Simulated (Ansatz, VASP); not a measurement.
# As: VASP beside Ansatz

```
CELL_PARAMETERS angstrom
-1.36797 1.36797 2.64546
1.36797 -1.36797 2.64546
1.36797 1.36797 -2.64546
ATOMIC_POSITIONS crystal
As 0.00000 0.00000 0.00000
```

Alike in both runs: functional PBE; k mesh 8 × 8 × 8; occupations gaussian, width 0.1 eV; no spin polarisation.

Ansatz relaxed the structure, and its values are those at the end. VASP's run is a single point on that final structure, the one shown.

|  | VASP | Ansatz |
| --- | --- | --- |
| version | VASP 6.6.1 | Ansatz 0.2.0 |
| potentials or method | VASP PAW PBE potentials, release 64 (As), cutoff 520 eV | scalar-relativistic, plane waves, PAW |
| valence electrons in the cell | 5 | 15 |

```csv
,VASP,Ansatz,Ansatz less VASP
gap on the k mesh at the Fermi level (eV),none,none,-
pressure (GPa),0.1,0.0,-0.09
```

A gap of «none» marks a metal or a gap that the smearing closes. VASP's potentials hold 5 valence electrons a cell and Ansatz's 15, so a difference there can come from the potentials and not from the codes.

The k mesh is coarse, so the values compare programs but aren't converged.
